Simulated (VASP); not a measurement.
# Sn (I4_1/amd) in VASP: vibrations by perturbation theory with LDA

Aim: the vibrations by perturbation theory of Sn with LDA.

Program: VASP 6.6.1. These are calculated values, not measurements. Logs are shortened: lines on timing, memory, paths and dates and some standing lists are left out, and cuts for length are marked.

### Step 1. The cell of the first run

Symmetry: I4_1/amd, No. 141, tetragonal system. The conventional cell has a = 5.545 Å, b = 5.545 Å, c = 2.985 Å, α = 90.00°, β = 90.00°, γ = 90.00°. Sn (site symmetry -4m2) has 10 Sn at 2.87 to 3.56 Å within 3.8 Å.

### Step 2. Vibrations by perturbation theory, LDA

File INCAR:

```
PREC = Accurate ; ENCUT = 520
EDIFF = 1E-8 ; ISMEAR = -1
SIGMA = 0.15 ; LREAL = False
LASPH = True ; NELM = 80
ALGO = Normal ; ISIF = 2
LWAVE = False ; LCHARG = True
NBANDS = 21 ; IBRION = 8
NSW = 1
```

File KPOINTS:

```
regular mesh
0
Gamma
  16 16 16
```

File POSCAR:

```
Sn
1.0
   -2.7725339392      2.7725339392      1.4926919151
    2.7725339392     -2.7725339392      1.4926919151
    2.7725339392      2.7725339392     -1.4926919151
Sn
2
Direct
    0.0000000000      0.0000000000      0.0000000000
    0.7500000000      0.2500000000      0.5000000000
```

Potentials or basis: VASP PAW LDA potentials, release 64 (Sn_d).

Run with:

```console
cat potpaw_LDA.64/Sn_d/POTCAR > POTCAR
mpirun -np 1 vasp_std > vasp.out
```

OUTCAR:

```text
PREC = Accurate
   ENCUT = 520
   EDIFF = 1E-8
   ISMEAR = -1
   LREAL = False
   LASPH = True
   NELM = 80
   ISIF = 2
   IBRION = 8
   NSW = 1

 ion  position               nearest neighbor table
   1  0.000  0.000  0.000-   2 2.87   2 2.87   2 2.87   2 2.87   2 3.56   2 3.56   2 3.56   2 3.56

   2  0.750  0.250  0.500-   1 2.87   1 2.87   1 2.87   1 2.87   1 3.56   1 3.56   1 3.56   1 3.56

  LATTYP: Found a body centered tetragonal cell.
 ALAT       =     5.5450678784
 C/A-ratio  =     0.5383854437

  Lattice vectors:

 A1 = (  -2.7725339392,   2.7725339392,   1.4926919151)
 A2 = (   2.7725339392,  -2.7725339392,   1.4926919151)
 A3 = (   2.7725339392,   2.7725339392,  -1.4926919151)

Analysis of symmetry for initial positions (statically):
=====================================================================
 Subroutine PRICEL returns:
 Original cell was already a primitive cell.

 Routine SETGRP: Setting up the symmetry group for a
 body centered tetragonal supercell.

 Subroutine GETGRP returns: Found 16 space group operations
 (whereof  8 operations were pure point group operations)
 out of a pool of 16 trial point group operations.

The static configuration has the point symmetry D_2d.
 The point group associated with its full space group is D_4h.

Analysis of symmetry for dynamics (positions and initial velocities):
=====================================================================
 Subroutine PRICEL returns:
 Original cell was already a primitive cell.

 Routine SETGRP: Setting up the symmetry group for a
 body centered tetragonal supercell.

 Subroutine GETGRP returns: Found 16 space group operations
 (whereof  8 operations were pure point group operations)
 out of a pool of 16 trial point group operations.

The dynamic configuration has the point symmetry D_2d.
 The point group associated with its full space group is D_4h.

 Subroutine INISYM returns: Found 16 space group operations
 (whereof  8 operations are pure point group operations),
 and found     1 'primitive' translations

----------------------------------------------------------------------------------------

                                     Primitive cell

  volume of cell :      45.8970

  direct lattice vectors                    reciprocal lattice vectors
    -2.772533939  2.772533939  1.492691915     0.000000000  0.180340443  0.334965303
     2.772533939 -2.772533939  1.492691915     0.180340443  0.000000000  0.334965303
     2.772533939  2.772533939 -1.492691915     0.180340443  0.180340443  0.000000000

  length of vectors
     4.195475902  4.195475902  4.195475902     0.380426642  0.380426642  0.255039901

  position of ions in fractional coordinates (direct lattice)
     0.000000000  0.000000000  0.000000000
     0.750000000  0.250000000  0.500000000

  ion indices of the primitive-cell ions
   primitive index   ion index
                 1           1
                 2           2

----------------------------------------------------------------------------------------

 KPOINTS: regular mesh

Automatic generation of k-mesh.
 Grid dimensions read from file:
 generate k-points for:   16   16   16

 Generating k-lattice:

  Cartesian coordinates                     Fractional coordinates (reciprocal lattice)
     0.000000000  0.011271278  0.020935331     0.062500000  0.000000000  0.000000000
     0.011271278  0.000000000  0.020935331     0.000000000  0.062500000  0.000000000
     0.011271278  0.011271278  0.000000000     0.000000000  0.000000000  0.062500000
[... 82 lines left out ...]
   GGA     = CA    functional components
   LHFCALC =     F    Hartree Fock is set to
   AEXX    =    0.0000 exact exchange contribution
   IVDW    =     0    specifies the selected vdW correction
   LEPSILON=     F    determine dielectric tensor
   LRPA    =     F    only Hartree local field effects (RPA)
 non-spin polarized calculation
  energy-cutoff  :      520.00
  volume of cell :       45.90
 maximum number of plane-waves:      1261
   NGX = 15   NGY = 15   NGZ = 15

--------------------------------------- Ionic step        1  -------------------------------------------

 number of electron      27.9999989 magnetization

 Free energy of the ion-electron system (eV)
  ---------------------------------------------------
  ext. energy  EPLUGINS =         0.00000000
  ---------------------------------------------------
  free energy    TOTEN  =        -8.81432195 eV

  energy without entropy =       -8.75827095  energy(sigma->0) =       -8.78629645

 E-fermi :   9.9797     XC(G=0): -11.3605

 val. band max:        9.9750744922   @ k =   0.5000   0.1250   0.0000
 cond. band min:       9.9900654210   @ k =   0.4375   0.4375  -0.0000
 fundamental gap:      0.0149909289
 Fermi energy:         9.9797135863

 k-point     1 :       0.0000    0.0000    0.0000
  band No.  band energies     occupation
      1     -11.9192      2.00000
      2     -11.7933      2.00000
      3     -11.7341      2.00000
      4     -11.7192      2.00000
      5     -11.4362      2.00000
      6     -11.4362      2.00000
[... 565 lines left out ...]
     20      20.9502      0.00000
     21      21.4454      0.00000

 [... further k-points ...]
[... 5 lines left out ...]
  --------------------------------------------------------------------------------------
  -------------------------------------------------------------------------------------
  Total        3.1481969      3.1481969      3.1499558      0.0000000      0.0000000      0.0000000
  in kB      109.8976890    109.8976890    109.9590862      0.0000000      0.0000000      0.0000000
  external PRESSURE =     109.9181548 kB  Pullay stress =       0.0000000 kB

 VOLUME and BASIS-vectors are now :
 -----------------------------------------------------------------------------
  energy-cutoff  :      520.00
  volume of cell :       45.90
      direct lattice vectors                 reciprocal lattice vectors
    -2.772533939  2.772533939  1.492691915     0.000000000  0.180340443  0.334965303
     2.772533939 -2.772533939  1.492691915     0.180340443  0.000000000  0.334965303
     2.772533939  2.772533939 -1.492691915     0.180340443  0.180340443  0.000000000

 POSITION                                       TOTAL-FORCE (eV/Angst)
 -----------------------------------------------------------------------------------
      0.00000      0.00000      0.00000         0.000000     -0.000000      0.000000
      0.00000      2.77253      0.74635        -0.000000      0.000000     -0.000000
 -----------------------------------------------------------------------------------
    total drift:                                0.000000     -0.000000      0.000000

  FREE ENERGIE OF THE ION-ELECTRON SYSTEM (eV)
  ---------------------------------------------------
  free  energy   TOTEN  =        -8.8143219533 eV

  energy  without entropy=       -8.7582709457  energy(sigma->0) =       -8.78629645

[... ionic steps 2 to 3 ...]

--------------------------------------- Ionic step        4  -------------------------------------------

------------------------ aborting loop because EDIFF is reached ----------------------------------------

[... ionic steps 5 to 5 ...]

--------------------------------------- Ionic step        6  -------------------------------------------

 Free energy of the ion-electron system (eV)
  ---------------------------------------------------
  ---------------------------------------------------
  free energy    TOTEN  =        -0.20977272 eV

  energy without entropy =       -0.20977272

------------------------ aborting loop because EDIFF is reached ----------------------------------------

 INTERNAL STRAIN TENSOR  FOR ION    1  DIRECTION 3   (eV/Angst):
 -----------------------------------------------------------------------------
    -3.86198  0.00000  0.00000
     0.00000  3.85732  0.00000
     0.00000  0.00000  0.00023

 INTERNAL STRAIN TENSOR FOR ION    2 for displacements in x,y,z  (eV/Angst):
          X           Y           Z          XY          YZ          ZX
  --------------------------------------------------------------------------------
  x     0.00000     0.00000     0.00000     0.00000     0.00000     3.03620
  y     0.00000     0.00000     0.00000     0.00000    -2.81337     0.00000
  z     3.85965    -3.85965     0.00000     0.00000     0.00000     0.00000

 SECOND DERIVATIVES (NOT SYMMETRIZED)
 ------------------------------------
               1X          1Y          1Z          2X          2Y          2Z
  1X    -6.736640    0.000000    0.000000    6.736640    0.000000    0.000000
  1Y     0.000000   -6.736640    0.000000    0.000000    6.736640    0.000000
  1Z     0.000000    0.000000   -0.600884    0.000000    0.000000    0.600884
  2X     6.736640    0.000000    0.000000   -6.736640    0.000000    0.000000
  2Y     0.000000    6.736640    0.000000    0.000000   -6.736640    0.000000
  2Z     0.000000    0.000000    0.600884    0.000000    0.000000   -0.600884

 Eigenvectors and eigenvalues of the dynamical matrix
 ----------------------------------------------------

   1 f  =    5.266763 THz    33.092045 2PiTHz  175.680289 cm-1    21.781570 meV
             X         Y         Z           dx          dy          dz
      0.000000  0.000000  0.000000    -0.000000   -0.707107   -0.000000
      0.000000  2.772534  0.746346     0.000000    0.707107    0.000000
[... 11 lines left out ...]
   4 f  =    0.000000 THz     0.000000 2PiTHz    0.000001 cm-1     0.000000 meV
             X         Y         Z           dx          dy          dz
      0.000000  0.000000  0.000000    -0.598517   -0.369846    0.070655
      0.000000  2.772534  0.746346    -0.598517   -0.369846    0.070655

   5 f/i=    0.000000 THz     0.000000 2PiTHz    0.000001 cm-1     0.000000 meV
             X         Y         Z           dx          dy          dz
      0.000000  0.000000  0.000000    -0.137026    0.090351   -0.687794
      0.000000  2.772534  0.746346    -0.137026    0.090351   -0.687794

   6 f/i=    0.000000 THz     0.000000 2PiTHz    0.000002 cm-1     0.000000 meV
             X         Y         Z           dx          dy          dz
      0.000000  0.000000  0.000000    -0.350716    0.595861    0.148146
      0.000000  2.772534  0.746346    -0.350716    0.595861    0.148146

--------------------------------------------------------------------------------------------------------

 ELASTIC MODULI CONTR FROM IONIC RELAXATION (kBar)
 Direction    XX          YY          ZZ          XY          YZ          ZX
 --------------------------------------------------------------------------------
 XX        -865.4298    865.4298      0.0000      0.0000      0.0000      0.0000
 YY         865.4298   -865.4298      0.0000      0.0000      0.0000      0.0000
 ZZ           0.0000      0.0000      0.0000      0.0000      0.0000      0.0000
 XY           0.0000      0.0000      0.0000      0.0000      0.0000      0.0000
 YZ           0.0000      0.0000      0.0000      0.0000    -41.0145      0.0000
 ZX           0.0000      0.0000      0.0000      0.0000      0.0000    -47.7688
 --------------------------------------------------------------------------------
```

Wall time 86 min (1 thread of Oxide Virtual Turin-like, shared host); peak memory 1.7 GiB.

Results:

```yaml
Highest_phonon_frequency_at_Γ: 176 cm⁻¹
```

Phonon frequencies in cm⁻¹ (negative: imaginary):
```
              q point       frequencies
(0.000, 0.000, 0.000)  0 0 0 52 176 176
```

Caveat: the cell stands under pressure or tension, which shifts response properties; spin-orbit coupling is left out, which moves the levels of the heavy elements.
